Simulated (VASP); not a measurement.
# Mo (Im-3m) in VASP: further runs

Runs on Mo. Level: r2SCAN. Tasks: single point.

Everything below comes from runs of VASP 6.6.1. Logs are shortened: lines on timing, memory, paths and dates and some standing lists are left out, and cuts for length are marked.

## Step 1: The cell of the first run

Symmetry: Im-3m, No. 229, cubic system. The conventional cell has a = 3.078 Å, b = 3.078 Å, c = 3.078 Å, α = 90.00°, β = 90.00°, γ = 90.00°. Mo (site symmetry m-3m) has 14 Mo at 2.67 to 3.08 Å within 3.5 Å.

## Step 2: Single point, r2SCAN

Input file POSCAR:

```
Mo
1.0
   -1.5391626898      1.5391626898      1.5391626898
    1.5391626898     -1.5391626898      1.5391626898
    1.5391626898      1.5391626898     -1.5391626898
Mo
1
Direct
    0.0000000000      0.0000000000      0.0000000000
```

Input file INCAR.step1:

```
  ALGO = Normal
  EDIFF = 1E-4
  ENCUT = 520
  GGA = PE
  ISMEAR = -1
  LASPH = T
  LCHARG = F
  LREAL = F
  LWAVE = T
  NBANDS = 13
  NELM = 100
  PREC = Accurate
  SIGMA = 0.1
```

Input file INCAR.step2:

```
  ALGO = Normal
  EDIFF = 1E-6
  ENCUT = 520
  ISIF = 2
  ISMEAR = -1
  ISTART = 1
  LASPH = T
  LCHARG = F
  LMIXTAU = T
  LREAL = F
  LWAVE = F
  METAGGA = R2SCAN
  NBANDS = 13
  NELM = 100
  PREC = Accurate
  SIGMA = 0.1
```

Input file KPOINTS:

```
k-points
0
Gamma
  20 20 20
```

Potentials or basis: VASP PAW PBE potentials, release 64 (Mo_sv).

On the command line:

```console
cat potpaw_PBE.64/Mo_sv/POTCAR > POTCAR
cp INCAR.step1 INCAR
mpirun -np 1 vasp_std > vasp.out
cp INCAR.step2 INCAR
mpirun -np 1 vasp_std > vasp.out
```

OUTCAR:

```text
EDIFF = 1E-6
   ENCUT = 520
   ISIF = 2
   ISMEAR = -1
   ISTART = 1
   LASPH = T
   LREAL = F
   METAGGA = R2SCAN
   NELM = 100
   PREC = Accurate

 ion  position               nearest neighbor table
   1  0.000  0.000  0.000-

  LATTYP: Found a body centered cubic cell.
 ALAT       =     3.0783253796

  Lattice vectors:

 A1 = (  -1.5391626898,   1.5391626898,   1.5391626898)
 A2 = (   1.5391626898,  -1.5391626898,   1.5391626898)
 A3 = (   1.5391626898,   1.5391626898,  -1.5391626898)

Analysis of symmetry for initial positions (statically):
=====================================================================
 Subroutine PRICEL returns:
 Original cell was already a primitive cell.

 Routine SETGRP: Setting up the symmetry group for a
 body centered cubic supercell.

 Subroutine GETGRP returns: Found 48 space group operations
 (whereof 48 operations were pure point group operations)
 out of a pool of 48 trial point group operations.

The static configuration has the point symmetry O_h .

Analysis of symmetry for dynamics (positions and initial velocities):
=====================================================================
 Subroutine PRICEL returns:
 Original cell was already a primitive cell.

 Routine SETGRP: Setting up the symmetry group for a
 body centered cubic supercell.

 Subroutine GETGRP returns: Found 48 space group operations
 (whereof 48 operations were pure point group operations)
 out of a pool of 48 trial point group operations.

The dynamic configuration has the point symmetry O_h .

 Subroutine INISYM returns: Found 48 space group operations
 (whereof 48 operations are pure point group operations),
 and found     1 'primitive' translations

----------------------------------------------------------------------------------------

                                     Primitive cell

  volume of cell :      14.5852

  direct lattice vectors                    reciprocal lattice vectors
    -1.539162690  1.539162690  1.539162690     0.000000000  0.324851949  0.324851949
     1.539162690 -1.539162690  1.539162690     0.324851949  0.000000000  0.324851949
     1.539162690  1.539162690 -1.539162690     0.324851949  0.324851949  0.000000000

  length of vectors
     2.665907980  2.665907980  2.665907980     0.459410032  0.459410032  0.459410032

  position of ions in fractional coordinates (direct lattice)
     0.000000000  0.000000000  0.000000000

  ion indices of the primitive-cell ions
   primitive index   ion index
                 1           1

----------------------------------------------------------------------------------------

 KPOINTS: k-points

Automatic generation of k-mesh.
 Grid dimensions read from file:
 generate k-points for:   20   20   20

 Generating k-lattice:

  Cartesian coordinates                     Fractional coordinates (reciprocal lattice)
     0.000000000  0.016242597  0.016242597     0.050000000  0.000000000  0.000000000
     0.016242597  0.000000000  0.016242597     0.000000000  0.050000000  0.000000000
     0.016242597  0.016242597  0.000000000     0.000000000  0.000000000  0.050000000

  Length of vectors
     0.022970502  0.022970502  0.022970502

  Shift w.r.t. Gamma in fractional coordinates (k-lattice)
     0.000000000  0.000000000  0.000000000

 Subroutine IBZKPT returns following result:
 ===========================================

 Found    256 irreducible k-points:

 Following reciprocal coordinates:
            Coordinates               Weight
  0.000000  0.000000  0.000000      1.000000
  0.050000  0.000000  0.000000     12.000000
  0.100000  0.000000  0.000000     12.000000
  0.150000  0.000000  0.000000     12.000000
  0.200000  0.000000  0.000000     12.000000
  0.250000  0.000000  0.000000     12.000000
[... 16 lines left out ...]
  0.200000  0.100000  0.000000     48.000000
  0.250000  0.100000  0.000000     48.000000
 [... further k-points ...]
   k-points           NKPTS =    256   k-points in BZ     NKDIM =    256   number of bands    NBANDS=     13
   number of dos      NEDOS =    301   number of ions     NIONS =      1
   total plane-waves  NPLWV =   8000
   dimension x,y,z NGX =    20 NGY =   20 NGZ =   20
   dimension x,y,z NGXF=    40 NGYF=   40 NGZF=   40
   ions per type =               1
   NGX,Y,Z   is equivalent  to a cutoff of  12.47, 12.47, 12.47 a.u.
   NGXF,Y,Z  is equivalent  to a cutoff of  24.94, 24.94, 24.94 a.u.
 SYSTEM =  unknown system
   PREC   = accura    normal or accurate (medium, high low for compatibility)
   ISTART =      1    job   : 0-new  1-cont  2-samecut
   ICHARG =      0    charge: 1-file 2-atom 10-const
   ISPIN  =      1    spin polarized calculation?
   LNONCOLLINEAR =      F non collinear calculations
   LSORBIT =      F    spin-orbit coupling
   LASPH  =      T    aspherical Exc in radial PAW
   ENCUT  =  520.0 eV  38.22 Ry    6.18 a.u.   4.96  4.96  4.96*2*pi/ulx,y,z
   NELM   =    100;   NELMIN=  2; NELMDL=  0     # of ELM steps
   EDIFF  = 0.1E-05   stopping-criterion for ELM
   LREAL  =      F    real-space projection
   EDIFFG = 0.1E-04   stopping-criterion for IOM
   NSW    =      0    number of steps for IOM
   IBRION =     -1    ionic relax: 0-MD 1-quasi-New 2-CG
   NFREE  =      0    steps in history (QN), initial steepest desc. (CG)
   ISIF   =      2    stress and relaxation
   ISYM   =      2    0-nonsym 1-usesym 2-fastsym
   POTIM  = 0.5000    time-step for ionic-motion
   TEBEG  =    0.0;   TEEND  =   0.0 temperature during run
   PSTRESS=    0.0 pullay stress
   NELECT =      14.0000    total number of electrons
   NUPDOWN=      -1.0000    fix difference up-down
   EMIN   =  10.00;   EMAX   =-10.00  energy-range for DOS
   EFERMI =   0.00;   METHOD = LEGACY
   ISMEAR =    -1;   SIGMA  =   0.10  broadening in eV -4-tet -1-fermi 0-gaus
   EFERMI_NEDOS =   21; number of points for ismear=-14 and -15
   IALGO  =     38    algorithm
   IMIX   =      4    mixing-type and parameters
     AMIX     =   0.40;   BMIX     =  1.00
     AMIX_MAG =   1.60;   BMIX_MAG =  1.00
  volume/ion in A,a.u.               =      14.59        98.43
  Fermi-wavevector in a.u.,A,eV,Ry     =   1.614903  3.051723 35.482773  2.607910
  Thomas-Fermi vector in A             =   2.709736
   LORBIT       =      0    0 simple, 1 ext, 2 COOP (PROOUT), +10 PAW based schemes
   METAGGA = R2SCAN    functional components
   LHFCALC =     F    Hartree Fock is set to
   AEXX    =    0.0000 exact exchange contribution
   IVDW    =     0    specifies the selected vdW correction
   LEPSILON=     F    determine dielectric tensor
   LRPA    =     F    only Hartree local field effects (RPA)
 non-spin polarized calculation
  energy-cutoff  :      520.00
  volume of cell :       14.59
 maximum number of plane-waves:       420
   NGX =  9   NGY =  9   NGZ =  9

 number of electron      13.9999997 magnetization

 Free energy of the ion-electron system (eV)
  ---------------------------------------------------
  ext. energy  EPLUGINS =         0.00000000
  ---------------------------------------------------
  free energy    TOTEN  =       -26.01168709 eV

  energy without entropy =      -25.99342780  energy(sigma->0) =      -26.00255744

 E-fermi :  13.7381     XC(G=0): -15.0824

 val. band max:       13.7270446492   @ k =   0.4000   0.1000   0.1000
 cond. band min:      13.7418268496   @ k =  -0.2000   0.2000   0.1000
 fundamental gap:      0.0147822004
 Fermi energy:        13.7381367352

 k-point     1 :       0.0000    0.0000    0.0000
  band No.  band energies     occupation
      1     -49.5470      2.00000
      2     -21.8274      2.00000
      3     -21.8274      2.00000
      4     -21.8274      2.00000
      5       5.8368      2.00000
      6      12.1371      2.00000
      7      12.1371      2.00000
      8      12.1371      2.00000
      9      15.7312      0.00000
     10      15.7312      0.00000
     11      29.2884      0.00000
     12      29.2884      0.00000
     13      29.2884      0.00000

 k-point     2 :       0.0500    0.0000    0.0000
  band No.  band energies     occupation
      1     -49.5378      2.00000
      2     -21.8769      2.00000
      3     -21.8423      2.00000
      4     -21.8279      2.00000
      5       5.9637      2.00000
      6      12.0622      2.00000
      7      12.1243      2.00000
      8      12.2564      2.00000
      9      15.6134      0.00000
     10      15.7311      0.00000
     11      29.3894      0.00000
     12      29.5023      0.00000
     13      29.5620      0.00000

 k-point     3 :       0.1000    0.0000    0.0000
  band No.  band energies     occupation
      1     -49.5112      2.00000
      2     -22.0194      2.00000
      3     -21.8854      2.00000
      4     -21.8292      2.00000
      5       6.3276      2.00000
      6      11.8519      2.00000
      7      12.0731      2.00000
      8      12.6102      1.99997
      9      15.3398      0.00000
     10      15.7357      0.00000
     11      29.6491      0.00000
     12      30.1282      0.00000
     13      30.2754      0.00000
[... 305 lines left out ...]
 k-point    23 :       0.2000    0.1000    0.0000
  band No.  band energies     occupation
      1     -49.3390      2.00000
      2     -22.8481      2.00000
      3     -22.1345      2.00000
      4     -21.8981      2.00000
      5       8.2932      2.00000
      6      10.8436      2.00000
      7      11.4821      2.00000
      8      14.7575      0.00007
      9      15.5077      0.00000
     10      16.2126      0.00000
     11      29.9626      0.00000
     12      31.2542      0.00000
     13      33.3851      0.00000

 k-point    24 :       0.2500    0.1000    0.0000
  band No.  band energies     occupation
      1     -49.2820      2.00000
      2     -23.0968      2.00000
      3     -22.2383      2.00000
      4     -21.9041      2.00000
      5       8.4821      2.00000
      6      10.5120      2.00000
      7      11.8875      2.00000
      8      14.9636      0.00001
      9      16.3050      0.00000
     10      16.6992      0.00000
     11      29.0437      0.00000
     12      30.5455      0.00000
     13      34.7275      0.00000

 [... further k-points ...]
[... 5 lines left out ...]
  --------------------------------------------------------------------------------------
  -------------------------------------------------------------------------------------
  Total        2.1439322      2.1439322      2.1439322     -0.0000000      0.0000000     -0.0000000
  in kB      235.5092941    235.5092941    235.5092941     -0.0000000      0.0000000     -0.0000000
  external PRESSURE =     235.5092941 kB  Pullay stress =       0.0000000 kB

 VOLUME and BASIS-vectors are now :
 -----------------------------------------------------------------------------
  energy-cutoff  :      520.00
  volume of cell :       14.59
      direct lattice vectors                 reciprocal lattice vectors
    -1.539162690  1.539162690  1.539162690     0.000000000  0.324851949  0.324851949
     1.539162690 -1.539162690  1.539162690     0.324851949  0.000000000  0.324851949
     1.539162690  1.539162690 -1.539162690     0.324851949  0.324851949  0.000000000

 POSITION                                       TOTAL-FORCE (eV/Angst)
 -----------------------------------------------------------------------------------
      0.00000      0.00000      0.00000         0.000000      0.000000     -0.000000
 -----------------------------------------------------------------------------------
    total drift:                                0.000000     -0.000000      0.000000

  FREE ENERGIE OF THE ION-ELECTRON SYSTEM (eV)
  ---------------------------------------------------
  free  energy   TOTEN  =       -26.0116870869 eV

  energy  without entropy=      -25.9934278017  energy(sigma->0) =      -26.00255744
```

Wall time 63 s (1 thread of Intel Xeon 6975P-C (Granite Rapids), shared host); peak memory 0.16 GiB.

What came out:

- Free energy: -26.0117 eV
- Pressure: 23.6 GPa
- Band gap on the k mesh: zero (band 7 reaches 18.27 eV, above the bottom of band 8 at 12.14 eV)

Caveat: the PAW data sets were made with another functional, which shifts forces and pressure a little.

## Step 3: Single point, r2SCAN

POSCAR is that of step 2.

Input file INCAR.step1:

```
SYSTEM = Mo
PREC     = Accurate       ! precision mode
ENCUT    = 520            ! plane-wave cutoff, eV
ISMEAR   = -1             ! smearing method
SIGMA    = 0.1            ! smearing width, eV
LREAL    = .False.        ! projectors in reciprocal space
LASPH    = .True.         ! aspherical terms in the spheres
NELM     = 80             ! most SCF steps
NBANDS   = 13             ! bands
GGA      = PE             ! functional
ALGO     = Normal         ! electronic algorithm
EDIFF    = 1E-4           ! SCF threshold, eV
LWAVE    = .True.         ! write WAVECAR
LCHARG   = .False.        ! write CHGCAR
```

Input file INCAR.step2:

```
SYSTEM = Mo
PREC     = Accurate       ! precision mode
ENCUT    = 520            ! plane-wave cutoff, eV
EDIFF    = 1E-6           ! SCF threshold, eV
ISMEAR   = -1             ! smearing method
SIGMA    = 0.1            ! smearing width, eV
LREAL    = .False.        ! projectors in reciprocal space
LASPH    = .True.         ! aspherical terms in the spheres
NELM     = 80             ! most SCF steps
ALGO     = Normal         ! electronic algorithm
ISIF     = 2              ! what is computed and relaxed
LWAVE    = .False.        ! write WAVECAR
LCHARG   = .False.        ! write CHGCAR
METAGGA  = R2SCAN         ! meta-GGA
LMIXTAU  = .True.       
NBANDS   = 13             ! bands
ISTART   = 1
```

Input file KPOINTS:

```
regular mesh
0
Gamma
  20 20 20
  0 0 0
```

Potentials or basis: VASP PAW PBE potentials, release 64 (Mo_sv).

On the command line:

```console
cat potpaw_PBE.64/Mo_sv/POTCAR > POTCAR
cp INCAR.step1 INCAR
mpirun -np 1 vasp_std > vasp.out
cp INCAR.step2 INCAR
mpirun -np 1 vasp_std > vasp.out
```

It took 66 s on 1 thread of Intel Xeon 6975P-C (Granite Rapids), shared host; peak memory 0.16 GiB.

The run converged. Its results:

```
Free energy            : -26.0117 eV
Pressure               : 23.6 GPa
Band gap on the k mesh : zero (band 7 reaches 18.27 eV, above the bottom of band 8 at 12.14 eV)
```

Levels at points of the mesh, in eV from the Fermi level:
```
           k point  band 5  band 6  band 7  band 8  band 9  band 10
(0.00, 0.00, 0.00)   -7.90   -1.60   -1.60   -1.60    1.99     1.99
(0.50, 0.00, 0.00)   -6.08   -3.98    1.86    2.02    2.78     5.42
(0.50, 0.50, 0.50)   -6.28   -6.28    4.53    4.53    4.53    10.04
```

Caveat: the PAW data sets were made with another functional, which shifts forces and pressure a little.
